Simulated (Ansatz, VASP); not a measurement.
Cu: VASP beside Ansatz

Contents of INCAR:

```
SYSTEM = Cu
ALGO     = Normal         ! electronic algorithm
EDIFF    = 1E-6           ! SCF threshold, eV
ENCUT    = 520            ! plane-wave cutoff, eV
GGA      = PS             ! functional
ISIF     = 2              ! what is computed and relaxed
ISMEAR   = 0              ! smearing method
LASPH    = .True.         ! aspherical terms in the spheres
LCHARG   = .False.        ! write CHGCAR
LREAL    = .False.        ! projectors in reciprocal space
LWAVE    = .False.        ! write WAVECAR
NBANDS   = 12             ! bands
NELM     = 60             ! most SCF steps
PREC     = Accurate       ! precision mode
SIGMA    = 0.15           ! smearing width, eV
```

KPOINTS

```
k-points
0
Gamma
  24 24 24
  0 0 0
```

File POSCAR:

```
Cu
1.0
    0.0000000000      2.0438407496      1.3538401125
    2.0438407496      0.0000000000      1.3538401125
    2.0438407496      2.0438407496      0.0000000000
Cu
1
Direct
    0.0000000000      0.0000000000      0.0000000000
```

Input for Ansatz:

```yaml
crystal:
  lattice:
    - [0.0, 2.0438407496, 1.3538401125]
    - [2.0438407496, 0.0, 1.3538401125]
    - [2.0438407496, 2.0438407496, 0.0]
  atoms:
    - { symbol: Cu, position: [0.0, 0.0, 0.0] }
basis:
  ecutwfc: 520.0
kpoints:
  mp_grid: { grid: [24, 24, 24] }
hamiltonian:
  xc: pbesol
  pseudopotentials: { kind: paw, azcp: { folder: soft_1 } }
scf:
  occupations: { method: gaussian, width: 0.15 }
output:
  forces: true
  stress: true
  eigenvalues: true
  write_density: true
  write_potential: true
  elf: true
  volumetric_format: npy
```

Alike in both runs: task single point; functional PBEsol; k mesh 24 × 24 × 24; occupations gaussian, width 0.15 eV; no spin polarisation.

```csv
,VASP,Ansatz
version,VASP 6.6.1,Ansatz 0.2.0
potentials or method,"VASP PAW PBE potentials, release 64 (Cu), cutoff 520 eV","scalar-relativistic, plane waves, PAW"
valence electrons in the cell,11,19
```

```csv
,VASP,Ansatz,Ansatz less VASP
gap on the k mesh at the Fermi level (eV),none,none,-
pressure (GPa),1.5,0.7,-0.80
"traceless stress, the component that is largest in VASP (GPa)",0.13,0.13,-0.002
```

VASP's potentials were made for PBE, not for PBEsol, and Ansatz warns of the same on its side. A gap of «none» marks a metal or a gap that the smearing closes. VASP's potentials hold 11 valence electrons a cell and Ansatz's 19, so a difference there can come from the potentials and not from the codes.
